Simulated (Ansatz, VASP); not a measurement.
# MgO: VASP beside Ansatz

INCAR

```
SYSTEM = MgO
PREC = Accurate
ENCUT = 520
EDIFF = 1E-6
ISMEAR = 0
SIGMA = 0.05
LREAL = .FALSE.
LASPH = .TRUE.
NELM = 100
ALGO = Normal
ISIF = 2
LWAVE = .FALSE.
LCHARG = .FALSE.
GGA = PE
NBANDS = 26
```

The input KPOINTS:

```
Automatic mesh
0
G
  6 6 6
  0 0 0
```

Contents of POSCAR:

```
MgO
1.0
    1.4688622380      2.5441440255      2.6797873418
   -1.4688622380     -2.5441440255      2.6797873418
    4.4065867139     -2.5441440255      0.0000000000
Mg O
4 4
Direct
    0.5000000000      0.5000000000      0.0000000000
    0.2500000000      0.7500000000      0.5000000000
    0.7500000000      0.2500000000      0.5000000000
    0.0000000000      0.0000000000      0.0000000000
    0.8010599279      0.6989400721      0.4354531891
    0.5000000000      1.0000000000      0.8333333333
    0.0000000000      0.5000000000      0.8333333333
    0.2500000000      0.2500000000      0.3333333333
```

Input for Ansatz:

```yaml
crystal:
  lattice:
    - [1.468862238, 2.5441440255, 2.6797873418]
    - [-1.468862238, -2.5441440255, 2.6797873418]
    - [4.4065867139, -2.5441440255, 0.0]
  atoms:
    - { symbol: Mg, position: [0.5, 0.5, 0.0] }
    - { symbol: Mg, position: [0.25, 0.75, 0.5] }
    - { symbol: Mg, position: [0.75, 0.25, 0.5] }
    - { symbol: Mg, position: [0.0, 0.0, 0.0] }
    - { symbol: O, position: [0.8010599279, 0.6989400721, 0.4354531891] }
    - { symbol: O, position: [0.5, 1.0, 0.8333333333] }
    - { symbol: O, position: [0.0, 0.5, 0.8333333333] }
    - { symbol: O, position: [0.25, 0.25, 0.3333333333] }
basis:
  ecutwfc: 420
kpoints:
  mp_grid: { grid: [6, 6, 6] }
hamiltonian:
  xc: pbe
scf:
  occupations: { method: gaussian, width: 0.05 }
output:
  forces: true
  stress: true
  eigenvalues: true
```

Alike in both runs: task single point; functional PBE; k mesh 6 × 6 × 6; occupations gaussian, width 0.05 eV; no spin polarisation.

|  | VASP | Ansatz |
| --- | --- | --- |
| version | VASP 6.6.1 | Ansatz 0.2.0 |
| potentials or method | VASP PAW PBE potentials, release 64 (Mg, O), cutoff 520 eV | scalar-relativistic, plane waves, PAW |
| valence electrons in the cell | 32 | 64 |

Ansatz gave:

```
gap on the k mesh at the Fermi level (eV)                     : 2.29
least direct gap on the mesh (eV)                             : 2.59
pressure (GPa)                                                : 7.3
traceless stress, the component that is largest in VASP (GPa) : 2.47
rms of the force components (eV/Å)                            : 1.621
```

**Question.** Estimate VASP's values.

**Answer.** gap on the k mesh at the Fermi level (eV): 2.26; least direct gap on the mesh (eV): 2.57; pressure (GPa): 6.8; traceless stress, the component that is largest in VASP (GPa): 2.46; rms of the force components (eV/Å): 1.640.

Atom by atom the forces differ by 0.022 eV/Å (rms over components). With one functional, cell and mesh, what is left measures potentials, basis and numerics. VASP's potentials hold 32 valence electrons a cell and Ansatz's 64, so a difference there can come from the potentials and not from the codes.
